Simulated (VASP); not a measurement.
Wanted: the native input for a VASP 6.6.1 run.

* Task: single point
* Functional: revPBE
* Dispersion: D4
* Potentials or basis: VASP PAW PBE potentials, release 64 (Pb_d, Te)
* Cutoff: 520 eV
* k mesh: 7 × 7 × 7
* Occupations: fermi-dirac, width 0.05 eV
* Spin: no spin polarisation
* Dipole correction: no
* Further INCAR settings: ALGO = Normal; EDIFF = 1e-07; NBANDS = 17

The structure of TePb lies in POSCAR:

```
TePb
1.0
    0.0000000000      3.1873324849      3.1873324849
    3.1873324849      0.0000000000      3.1873324849
    3.1873324849      3.1873324849      0.0000000000
Pb Te
1 1
Direct
    0.0000000000      0.0000000000      0.0000000000
    0.5000000000      0.5000000000      0.5000000000
```

The input as run:

INCAR

```
SYSTEM = TePb
ALGO     = Normal         ! electronic algorithm
EDIFF    = 1E-7           ! SCF threshold, eV
ENCUT    = 520            ! plane-wave cutoff, eV
GGA      = RE             ! functional
ISIF     = 2              ! what is computed and relaxed
ISMEAR   = -1             ! smearing method
IVDW     = 13             ! dispersion correction
LASPH    = .TRUE.         ! aspherical terms in the spheres
LCHARG   = .TRUE.         ! write CHGCAR
LELF     = .TRUE.         ! ELF
LREAL    = .FALSE.        ! projectors in reciprocal space
LVHAR    = .TRUE.       
LWAVE    = .FALSE.        ! write WAVECAR
NBANDS   = 17             ! bands
NELM     = 60             ! most SCF steps
PREC     = Accurate       ! precision mode
SIGMA    = 0.05           ! smearing width, eV
```

KPOINTS

```
k-points
0
G
  7 7 7
  0 0 0
```

Potentials or basis: VASP PAW PBE potentials, release 64 (Pb_d, Te).

Run with:

```console
$ cat potpaw_PBE.64/Pb_d/POTCAR potpaw_PBE.64/Te/POTCAR > POTCAR
$ mpirun -np 1 vasp_std > vasp.out
```

It gave:

The pressure is 2.0 GPa. The dispersion energy per atom is -0.680 eV.

Caveat: the PAW data sets were made with another functional, which shifts forces and pressure a little.

It took 53 s on 1 thread of Intel Xeon 6975P-C, on a shared host, peak memory 0.21 GiB.
